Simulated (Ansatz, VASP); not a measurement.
One calculation of SnO2, two programs

```xyz
12
Lattice="5.2323 0.0000 0.0000 0.0000 3.4553 0.0000 0.0000 0.0000 7.0228" Properties=species:S:1:pos:R:3 pbc="T T T"
Sn    3.9942    0.8638    2.9221
Sn    1.2381    2.5914    4.1007
Sn    3.8542    2.5914    6.4334
Sn    1.3780    0.8638    0.5893
O     2.4946    2.5914    0.9768
O     3.2611    2.5914    4.2727
O     2.7377    0.8638    6.0460
O     1.9711    0.8638    2.7501
O     0.1215    0.8638    4.4882
O     4.5873    0.8638    0.7613
O     0.6450    2.5914    6.2615
O     5.1107    2.5914    2.5346
```

Alike in both runs: task single point; functional LDA; k mesh 6 × 8 × 4; occupations gaussian, width 0.05 eV; no spin polarisation.

|  | VASP | Ansatz |
| --- | --- | --- |
| version | VASP 6.6.1 | Ansatz 0.2.0 |
| potentials or method | VASP PAW LDA potentials, release 64 (Sn_d, O), cutoff 520 eV | scalar-relativistic, plane waves, PAW |
| valence electrons in the cell | 104 | 104 |

```tsv
	VASP	Ansatz	Ansatz less VASP
gap on the k mesh at the Fermi level (eV)	0.66	0.65	-0.007
least direct gap on the mesh (eV)	0.78	0.78	-0.002
pressure (GPa)	1.0	0.0	-0.98
traceless stress, the component that is largest in VASP (GPa)	0.44	0.00	-0.445
rms of the force components (eV/Å)	0.032	0.002	-0.0298
```

LDA's correlation is that of Perdew and Zunger in VASP and of Perdew and Wang (1992) in Ansatz. Atom by atom the forces differ by 0.031 eV/Å (rms over components).
